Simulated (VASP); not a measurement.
A run of VASP 6.6.1 is set up as follows.

File INCAR:

```
PREC = Accurate
ENCUT = 520
EDIFF = 1E-6
ISMEAR = 0
SIGMA = 0.1
LREAL = F
LASPH = T
NELM = 100
ALGO = Normal
ISIF = 2
LWAVE = F
LCHARG = F
GGA = PE
NBANDS = 26
```

The input KPOINTS:

```
Automatic mesh
0
Gamma
  6 6 4
```

The input POSCAR:

```
CdS
1.0
    4.1347990400      0.0000000000      0.0000000000
   -2.0673995200      3.5808410100      0.0000000000
    0.0000000000      0.0000000000      6.7490000700
Cd S
2 2
Direct
    0.3333333300      0.6666666700      0.0000000000
    0.6666666700      0.3333333300      0.5000000000
    0.3333333300      0.6666666700      0.3849999900
    0.6666666700      0.3333333300      0.8849999900
```

Potentials or basis: VASP PAW PBE potentials, release 64 (Cd, S).

Run with:

```bash
$ cat potpaw_PBE.64/Cd/POTCAR potpaw_PBE.64/S/POTCAR > POTCAR
$ mpirun -np 1 vasp_std > vasp.out
```

(1) Predict the largest force.

(2) Predict the band gap on the k mesh.

Answers

(1) 0.270 eV/Å.

(2) 1.23 eV.
